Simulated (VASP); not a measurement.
Write the native input for VASP 6.6.1 that does the following.

| Quantity | Value |
| --- | --- |
| Task | relaxation of cell and atoms |
| Functional | PBE |
| Potentials or basis | VASP PAW PBE potentials, release 64 (Cu, Ge_d) |
| Cutoff | 600 eV |
| k mesh | 6 × 6 × 4 |
| Occupations | gaussian, width 0.1 eV |
| Spin | no spin polarisation |
| Dipole correction | no |
| Further INCAR settings | ALGO = Normal; EDIFF = 1e-06; IBRION = 2; EDIFFG = -0.04; NSW = 90; ISIF = 3 |

The structure of CuGe lies in POSCAR:

```
CuGe
1.0
    1.8031658214     -4.2141072968      0.0000000000
    1.8031658214      4.2141072968      0.0000000000
    0.0000000000      0.0000000000      4.1593604746
Cu Ge
2 2
Direct
    0.5838049537      0.4161950463      0.2500000000
    0.4161950463      0.5838049537      0.7500000000
    0.8749486742      0.1250513258      0.2500000000
    0.1250513258      0.8749486742      0.7500000000
```

One way to write it, as run:

INCAR

```
ALGO = Normal ; EDIFF = 1E-6
EDIFFG = -0.04 ; ENCUT = 600
GGA = PE ; IBRION = 2
ISIF = 3 ; ISMEAR = 0
LASPH = T ; LCHARG = F
LREAL = F ; LWAVE = F
NELM = 80 ; NSW = 90
PREC = Accurate ; SIGMA = 0.1
```

KPOINTS

```
k-points
0
Gamma
  6 6 4
```

Potentials or basis: VASP PAW PBE potentials, release 64 (Cu, Ge_d).

Run with:

```sh
$ cat potpaw_PBE.64/Cu/POTCAR potpaw_PBE.64/Ge_d/POTCAR > POTCAR
$ mpirun -np 1 vasp_std > vasp.out
```

It gave:

| Property | Result |
| --- | --- |
| Relaxed volume | 15.45 Å³/atom |
| Relaxed cell | a = 4.787 Å, b = 4.787 Å, c = 4.082 Å, α = 90.00°, β = 90.00°, γ = 138.65° |
| Space group after relaxing (to 0.05 Å) | Cmcm (No. 63) |
| Energy gained by relaxing | 12.9 meV/atom |
| Ionic steps | 19 |
| Pressure after relaxing | -0.1 GPa |
| Largest force after relaxing | 0.005 eV/Å |
| Band gap on the k mesh | zero (band 25 reaches 10.43 eV, above the bottom of band 26 at 5.00 eV) |

Caveat: the k points lie up to 0.38 Å⁻¹ apart in the final cell.

Wall time 17 min on 1 thread of Intel(R) Xeon(R) Platinum 8488C (Sapphire Rapids), with other jobs on the host, peak memory 0.29 GiB.
